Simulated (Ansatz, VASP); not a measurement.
**W: VASP beside Ansatz**

```xyz
4
Lattice="2.9045 0.0000 0.0000 -1.4522 2.5154 0.0000 0.0000 0.0000 10.2482" Properties=species:S:1:pos:R:3 pbc="T T T"
W     1.4522    2.5154   10.2482
W     1.4522    2.5154    5.1241
W     0.0000    1.6769    2.5621
W     1.4522    0.8385    7.6862
```

Alike in both runs: task single point; functional RPBE; k mesh 15 × 15 × 4; occupations fermi-dirac, width 0.1 eV; no spin polarisation.

|  | VASP | Ansatz |
| --- | --- | --- |
| version | VASP 6.6.1 | Ansatz 0.2.0 |
| potentials or method | VASP PAW PBE potentials, release 64 (W_sv), cutoff 520 eV | plane waves (420 eV) with PAW, scalar-relativistic |
| valence electrons in the cell | 56 | 56 |

Ansatz gave:

```
pressure (GPa)                                                : -24.4
traceless stress, the component that is largest in VASP (GPa) : 2.69
```

Problem. What did VASP give for the same quantities?

Solution. Pressure (GPa): -24.2; traceless stress, the component that is largest in VASP (GPa): 2.63.

VASP's potentials were made for PBE, not for RPBE.

Spin-orbit coupling is off throughout.
